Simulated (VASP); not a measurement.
# Mg3Te (I4/mmm) in VASP: further runs

Mg3Te is run at these levels: LDA; tasks: single point.

All numbers are computed with VASP 6.6.1; they aren't measurements. Logs are shortened: lines on timing, memory, paths and dates and some standing lists are left out, and cuts for length are marked.

**1. The cell of the first run**

The structure is tetragonal, space group I4/mmm (No. 139). The conventional cell has a = 4.307 Å, b = 4.307 Å, c = 10.635 Å, α = 90.00°, β = 90.00°, γ = 90.00°. Te (site symmetry 4/mmm) has 12 Mg at 3.05 to 3.42 Å within 4.0 Å. Within 4.0 Å of Mg (site symmetry -4m2) lie 8 Mg at 3.05 to 3.42 Å and 4 Te at 3.42 Å. Mg (site symmetry 4/mmm) has 4 Te at 3.05 Å and 8 Mg at 3.42 Å within 4.0 Å.

**2. Single point, LDA (24.66 Å³/atom)**

Contents of INCAR:

```
  PREC = Accurate
  ENCUT = 520
  EDIFF = 1E-7
  ISMEAR = -1
  SIGMA = 0.05
  LREAL = False
  LASPH = True
  NELM = 80
  ALGO = Fast
  ISIF = 2
  LWAVE = False
  LCHARG = True
  GGA = CA
  LELF = True
  LVHAR = True
  NBANDS = 14
```

Contents of KPOINTS:

```
regular mesh
0
Gamma
  9 9 9
```

Contents of POSCAR:

```
Mg3Te
1.0
   -2.1535283599      2.1535283599      5.3174723838
    2.1535283599     -2.1535283599      5.3174723838
    2.1535283599      2.1535283599     -5.3174723838
Te Mg
1 3
Direct
    0.0000000000      0.0000000000      0.0000000000
    0.2500000000      0.7500000000      0.5000000000
    0.7500000000      0.2500000000      0.5000000000
    0.5000000000      0.5000000000      0.0000000000
```

Potentials or basis: VASP PAW LDA potentials, release 64 (Te, Mg).

On the command line:

```sh
$ cat potpaw_LDA.64/Te/POTCAR potpaw_LDA.64/Mg/POTCAR > POTCAR
$ mpirun -np 1 vasp_std > vasp.out
```

OUTCAR:

```text
PREC = Accurate
   ENCUT = 520
   EDIFF = 1E-7
   ISMEAR = -1
   LREAL = False
   LASPH = True
   NELM = 80
   ISIF = 2
   GGA = CA

 ion  position               nearest neighbor table
   1  0.000  0.000  0.000-   4 3.05   4 3.05   4 3.05   4 3.05   3 3.42   2 3.42   3 3.42   2 3.42
                             3 3.42   3 3.42   2 3.42   2 3.42
   2  0.250  0.750  0.500-   3 3.05   3 3.05   3 3.05   3 3.05   4 3.42   1 3.42   4 3.42   4 3.42
                             1 3.42   1 3.42   4 3.42   1 3.42
   3  0.750  0.250  0.500-   2 3.05   2 3.05   2 3.05   2 3.05   4 3.42   1 3.42   4 3.42   1 3.42
                             4 3.42   4 3.42   1 3.42   1 3.42
   4  0.500  0.500  0.000-   1 3.05   1 3.05   1 3.05   1 3.05   3 3.42   2 3.42   3 3.42   3 3.42
                             2 3.42   2 3.42   3 3.42   2 3.42

  LATTYP: Found a body centered tetragonal cell.
 ALAT       =     4.3070567198
 C/A-ratio  =     2.4691907861

  Lattice vectors:

 A1 = (  -2.1535283599,   2.1535283599,   5.3174723838)
 A2 = (   2.1535283599,  -2.1535283599,   5.3174723838)
 A3 = (   2.1535283599,   2.1535283599,  -5.3174723838)

Analysis of symmetry for initial positions (statically):
=====================================================================
 Subroutine PRICEL returns:
 Original cell was already a primitive cell.

 Routine SETGRP: Setting up the symmetry group for a
 body centered tetragonal supercell.

 Subroutine GETGRP returns: Found 16 space group operations
 (whereof 16 operations were pure point group operations)
 out of a pool of 16 trial point group operations.

The static configuration has the point symmetry D_4h.

Analysis of symmetry for dynamics (positions and initial velocities):
=====================================================================
 Subroutine PRICEL returns:
 Original cell was already a primitive cell.

 Routine SETGRP: Setting up the symmetry group for a
 body centered tetragonal supercell.

 Subroutine GETGRP returns: Found 16 space group operations
 (whereof 16 operations were pure point group operations)
 out of a pool of 16 trial point group operations.

The dynamic configuration has the point symmetry D_4h.

 Subroutine INISYM returns: Found 16 space group operations
 (whereof 16 operations are pure point group operations),
 and found     1 'primitive' translations

----------------------------------------------------------------------------------------

                                     Primitive cell

  volume of cell :      98.6430

  direct lattice vectors                    reciprocal lattice vectors
    -2.153528360  2.153528360  5.317472384     0.000000000  0.232177114  0.094029637
     2.153528360 -2.153528360  5.317472384     0.232177114  0.000000000  0.094029637
     2.153528360  2.153528360 -5.317472384     0.232177114  0.232177114  0.000000000

  length of vectors
     6.127877393  6.127877393  6.127877393     0.250495080  0.250495080  0.328348024

  position of ions in fractional coordinates (direct lattice)
     0.000000000  0.000000000  0.000000000
     0.250000000  0.750000000  0.500000000
     0.750000000  0.250000000  0.500000000
     0.500000000  0.500000000  0.000000000

  ion indices of the primitive-cell ions
   primitive index   ion index
                 1           1
                 2           2
                 3           3
                 4           4

----------------------------------------------------------------------------------------

 KPOINTS: regular mesh

Automatic generation of k-mesh.
 Grid dimensions read from file:
 generate k-points for:    9    9    9

 Generating k-lattice:

  Cartesian coordinates                     Fractional coordinates (reciprocal lattice)
     0.000000000  0.025797457  0.010447737     0.111111111  0.000000000  0.000000000
     0.025797457  0.000000000  0.010447737     0.000000000  0.111111111  0.000000000
     0.025797457  0.025797457  0.000000000     0.000000000  0.000000000  0.111111111

  Length of vectors
     0.027832787  0.027832787  0.036483114

  Shift w.r.t. Gamma in fractional coordinates (k-lattice)
     0.000000000  0.000000000  0.000000000

 Subroutine IBZKPT returns following result:
 ===========================================

 Found     75 irreducible k-points:

 Following reciprocal coordinates:
            Coordinates               Weight
  0.000000  0.000000  0.000000      1.000000
  0.111111  0.000000 -0.000000      8.000000
  0.222222 -0.000000  0.000000      8.000000
  0.333333 -0.000000  0.000000      8.000000
  0.444444 -0.000000  0.000000      8.000000
  0.111111  0.111111 -0.000000      8.000000
[... 16 lines left out ...]
 -0.333333  0.333333  0.000000      4.000000
  0.444444  0.444444  0.000000      8.000000
 [... further k-points ...]
   k-points           NKPTS =     75   k-points in BZ     NKDIM =     75   number of bands    NBANDS=     14
   number of dos      NEDOS =    301   number of ions     NIONS =      4
   total plane-waves  NPLWV = 110592
   dimension x,y,z NGX =    48 NGY =   48 NGZ =   48
   dimension x,y,z NGXF=    96 NGYF=   96 NGZF=   96
   ions per type =               1   3
   NGX,Y,Z   is equivalent  to a cutoff of  13.02, 13.02, 13.02 a.u.
   NGXF,Y,Z  is equivalent  to a cutoff of  26.04, 26.04, 26.04 a.u.
 SYSTEM =  unknown system
   PREC   = accura    normal or accurate (medium, high low for compatibility)
   ISTART =      0    job   : 0-new  1-cont  2-samecut
   ICHARG =      2    charge: 1-file 2-atom 10-const
   ISPIN  =      1    spin polarized calculation?
   LNONCOLLINEAR =      F non collinear calculations
   LSORBIT =      F    spin-orbit coupling
   LASPH  =      T    aspherical Exc in radial PAW
   ENCUT  =  520.0 eV  38.22 Ry    6.18 a.u.  11.39 11.39 11.39*2*pi/ulx,y,z
   NELM   =     80;   NELMIN=  2; NELMDL= -5     # of ELM steps
   EDIFF  = 0.1E-06   stopping-criterion for ELM
   LREAL  =      F    real-space projection
   EDIFFG = 0.1E-05   stopping-criterion for IOM
   NSW    =      0    number of steps for IOM
   IBRION =     -1    ionic relax: 0-MD 1-quasi-New 2-CG
   NFREE  =      0    steps in history (QN), initial steepest desc. (CG)
   ISIF   =      2    stress and relaxation
   ISYM   =      2    0-nonsym 1-usesym 2-fastsym
   POTIM  = 0.5000    time-step for ionic-motion
   TEBEG  =    0.0;   TEEND  =   0.0 temperature during run
   PSTRESS=    0.0 pullay stress
   NELECT =      12.0000    total number of electrons
   NUPDOWN=      -1.0000    fix difference up-down
   EMIN   =  10.00;   EMAX   =-10.00  energy-range for DOS
   EFERMI =   0.00;   METHOD = LEGACY
   ISMEAR =    -1;   SIGMA  =   0.05  broadening in eV -4-tet -1-fermi 0-gaus
   EFERMI_NEDOS =   21; number of points for ismear=-14 and -15
   IALGO  =     68    algorithm
   IMIX   =      4    mixing-type and parameters
     AMIX     =   0.40;   BMIX     =  1.00
     AMIX_MAG =   1.60;   BMIX_MAG =  1.00
  volume/ion in A,a.u.               =      24.66       166.42
  Fermi-wavevector in a.u.,A,eV,Ry     =   0.811172  1.532893  8.952640  0.658000
  Thomas-Fermi vector in A             =   1.920483
   LORBIT       =      0    0 simple, 1 ext, 2 COOP (PROOUT), +10 PAW based schemes
   GGA     = CA    functional components
   LHFCALC =     F    Hartree Fock is set to
   AEXX    =    0.0000 exact exchange contribution
   IVDW    =     0    specifies the selected vdW correction
   LEPSILON=     F    determine dielectric tensor
   LRPA    =     F    only Hartree local field effects (RPA)
 non-spin polarized calculation
 RMM-DIIS sequential band-by-band and
  energy-cutoff  :      520.00
  volume of cell :       98.64
 maximum number of plane-waves:      2677
 NGX is ok and might be reduce to    48
   NGX = 23   NGY = 23   NGZ = 23

 number of electron      12.0000000 magnetization

 Free energy of the ion-electron system (eV)
  ---------------------------------------------------
  ext. energy  EPLUGINS =         0.00000000
  ---------------------------------------------------
  free energy    TOTEN  =        -9.93424475 eV

  energy without entropy =       -9.91374435  energy(sigma->0) =       -9.92399455

 E-fermi :   4.2418     XC(G=0):  -9.0474

 val. band max:        4.2410949404   @ k =  -0.4444   0.2222   0.0000
 cond. band min:       4.2480692334   @ k =  -0.1111  -0.2222   0.1111
 fundamental gap:      0.0069742930
 Fermi energy:         4.2417708833

 k-point     1 :       0.0000    0.0000    0.0000
  band No.  band energies     occupation
      1      -7.9316      2.00000
      2      -0.0695      2.00000
      3       0.1607      2.00000
      4       1.6746      2.00000
      5       1.6746      2.00000
      6       4.4124      0.06385
      7       5.4971      0.00000
      8       5.8063      0.00000
      9       5.8063      0.00000
     10       6.0851      0.00000
     11       7.6157      0.00000
     12      10.5538      0.00000
     13      10.5538      0.00000
     14      10.8760      0.00000

 k-point     2 :       0.1111    0.0000   -0.0000
  band No.  band energies     occupation
      1      -7.8821      2.00000
      2      -0.3936      2.00000
      3       0.4124      2.00000
      4       1.4325      2.00000
      5       1.7175      2.00000
      6       4.4017      0.07841
      7       4.8186      0.00002
      8       5.9258      0.00000
      9       6.3821      0.00000
     10       6.5051      0.00000
     11       8.4160      0.00000
     12       9.3054      0.00000
     13       9.9463      0.00000
     14      11.2840      0.00000
[... 343 lines left out ...]
      1      -7.3144      2.00000
      2      -0.9208      2.00000
      3      -0.0680      2.00000
      4       0.7466      2.00000
      5       2.4145      2.00000
      6       3.1271      2.00000
      7       3.3669      2.00000
      8       3.9378      1.99543
      9       7.6883      0.00000
     10       7.8184      0.00000
     11       9.6897      0.00000
     12       9.8555      0.00000
     13      10.4584      0.00000
     14      11.9753      0.00000

 k-point    24 :       0.4444    0.4444    0.0000
  band No.  band energies     occupation
      1      -7.1195      2.00000
      2      -0.7541      2.00000
      3      -0.4994      2.00000
      4       0.5384      2.00000
      5       1.9079      2.00000
      6       2.9024      2.00000
      7       4.1597      1.67542
      8       4.8792      0.00001
      9       5.5685      0.00000
     10       6.2197      0.00000
     11       9.3060      0.00000
     12      10.1144      0.00000
     13      11.9016      0.00000
     14      12.3277      0.00000

 [... further k-points ...]

------------------------ aborting loop because EDIFF is reached ----------------------------------------

  FORCE on cell =-STRESS in cart. coord.  units (eV):
  Direction    XX          YY          ZZ          XY          YZ          ZX
  --------------------------------------------------------------------------------------
  -------------------------------------------------------------------------------------
  Total       -2.0473215     -2.0473215     -1.7778966      0.0000000      0.0000000      0.0000000
  in kB      -33.2529520    -33.2529520    -28.8769060      0.0000000      0.0000000      0.0000000
  external PRESSURE =     -31.7942700 kB  Pullay stress =       0.0000000 kB

 VOLUME and BASIS-vectors are now :
 -----------------------------------------------------------------------------
  energy-cutoff  :      520.00
  volume of cell :       98.64
      direct lattice vectors                 reciprocal lattice vectors
    -2.153528360  2.153528360  5.317472384     0.000000000  0.232177114  0.094029637
     2.153528360 -2.153528360  5.317472384     0.232177114  0.000000000  0.094029637
     2.153528360  2.153528360 -5.317472384     0.232177114  0.232177114  0.000000000

 POSITION                                       TOTAL-FORCE (eV/Angst)
 -----------------------------------------------------------------------------------
      0.00000      0.00000      0.00000        -0.000000     -0.000000     -0.000000
      2.15353      0.00000      2.65874         0.000000      0.000000     -0.000000
      0.00000      2.15353      2.65874        -0.000000      0.000000      0.000000
      0.00000      0.00000      5.31747        -0.000000     -0.000000     -0.000000
 -----------------------------------------------------------------------------------
    total drift:                                0.000000     -0.000000     -0.000000

  FREE ENERGIE OF THE ION-ELECTRON SYSTEM (eV)
  ---------------------------------------------------
  free  energy   TOTEN  =        -9.9342447460 eV

  energy  without entropy=       -9.9137443469  energy(sigma->0) =       -9.92399455
```

Wall time 94 s (1 thread of AMD EPYC 9R45 (Zen 5), shared host); peak memory 0.28 GiB.

What came out:

```yaml
Free_energy: -9.9342 eV
Pressure: -3.2 GPa
Band_gap_on_the_k_mesh: zero (bands 6 and 7 overlap by 1.30 eV)
```

Caveat: the cell stands under tension; spin-orbit coupling is left out, which moves the levels of the heavy elements.

**3. Single point, LDA (25.14 Å³/atom)**

This run uses another cell than the first one, of 25.14 Å³/atom.

Contents of INCAR:

```
PREC = Accurate ; ENCUT = 520
EDIFF = 1E-7 ; ISMEAR = -1
SIGMA = 0.05 ; LREAL = False
LASPH = True ; NELM = 100
ALGO = Normal ; ISIF = 2
LWAVE = False ; LCHARG = True
LELF = True ; LVHAR = True
NBANDS = 14
```

KPOINTS is that of step 2.

Contents of POSCAR:

```
Mg3Te
1.0
   -2.1675127022      2.1675127022      5.3520023928
    2.1675127022     -2.1675127022      5.3520023928
    2.1675127022      2.1675127022     -5.3520023928
Te Mg
1 3
Direct
    0.0000000000      0.0000000000      0.0000000000
    0.2500000000      0.7500000000      0.5000000000
    0.7500000000      0.2500000000      0.5000000000
    0.5000000000      0.5000000000      0.0000000000
```

Potentials or basis: VASP PAW LDA potentials, release 64 (Te, Mg).

On the command line:

```sh
$ cat potpaw_LDA.64/Te/POTCAR potpaw_LDA.64/Mg/POTCAR > POTCAR
$ mpirun -np 1 vasp_std > vasp.out
```

Run time: 76 s. Hardware: 1 thread of AMD EPYC 9R45 (Zen 5), shared host; peak memory 0.29 GiB.

The run converged. Its results:

```yaml
Free_energy: -9.8926 eV
Pressure: -3.7 GPa
Band_gap_on_the_k_mesh: zero (bands 6 and 7 overlap by 1.27 eV)
```

Stress tensor (GPa, compression positive):
```
-3.93  0.00  0.00
 0.00 -3.93  0.00
 0.00  0.00 -3.30
```

Levels at points of the mesh, in eV from the Fermi level:
```tsv
k point	band 4	band 5	band 6	band 7	band 8	band 9
(0.00, 0.00, 0.00)	-2.52	-2.52	0.14	1.26	1.57	1.57
```

Caveat: the cell stands under tension; spin-orbit coupling is left out, which moves the levels of the heavy elements.

**4. Single point, LDA (25.63 Å³/atom)**

This run uses another cell than the first one, of 25.63 Å³/atom.

Contents of INCAR:

```
PREC = Accurate
ENCUT = 520
EDIFF = 1E-6
ISMEAR = -1
SIGMA = 0.05
LREAL = False
LASPH = True
NELM = 80
ALGO = Fast
ISIF = 2
LWAVE = False
LCHARG = False
NBANDS = 14
```

Contents of KPOINTS:

```
Automatic mesh
0
Gamma
  9 9 9
```

Contents of POSCAR:

```
Mg3Te
1.0
   -2.1813188878      2.1813188878      5.3860924991
    2.1813188878     -2.1813188878      5.3860924991
    2.1813188878      2.1813188878     -5.3860924991
Te Mg
1 3
Direct
    0.0000000000      0.0000000000      0.0000000000
    0.2500000000      0.7500000000      0.5000000000
    0.7500000000      0.2500000000      0.5000000000
    0.5000000000      0.5000000000      0.0000000000
```

On the command line:

```sh
$ cat potpaw_LDA.64/Te/POTCAR potpaw_LDA.64/Mg/POTCAR > POTCAR
$ mpirun -np 1 vasp_std > vasp.out
```

Run time: 72 s. Hardware: 1 thread of AMD EPYC 9R45 (Zen 5), shared host; peak memory 0.28 GiB.

Results (log left out):

```
Free energy            : -9.8447 eV
Pressure               : -4.2 GPa
Band gap on the k mesh : zero (bands 6 and 7 overlap by 1.25 eV)
```

Stress tensor (GPa, compression positive):
```
-4.48  0.00  0.00
 0.00 -4.48  0.00
 0.00  0.00 -3.67
```

Levels at points of the mesh, in eV from the Fermi level:
| k point | band 4 | band 5 | band 6 | band 7 | band 8 | band 9 |
| --- | --- | --- | --- | --- | --- | --- |
| (0.00, 0.00, 0.00) | -2.48 | -2.48 | 0.12 | 1.27 | 1.57 | 1.57 |

Caveat: the cell stands under tension; spin-orbit coupling is left out, which moves the levels of the heavy elements.

**5. The runs side by side**

| cell | gap on the mesh (eV) | pressure (GPa) |
| --- | --- | --- |
| a = 6.128 Å, angles 138.9, 138.9, 59.6°, 4 atoms | none | -3.2 |
| a = 6.168 Å, angles 138.9, 138.9, 59.6°, 4 atoms | none | -3.7 |
| a = 6.207 Å, angles 138.9, 138.9, 59.6°, 4 atoms | none | -4.2 |

Alike in all rows: task single point; level LDA; potentials or basis VASP PAW LDA potentials, release 64 (Te, Mg); no spin polarisation; k mesh 9 × 9 × 9; cutoff (eV) 520; smearing fermi-dirac 0.05 eV.

Caveats: the cell stands under tension; spin-orbit coupling is left out, which moves the levels of the heavy elements.

Absolute energies hang on the potentials; compare differences alone.
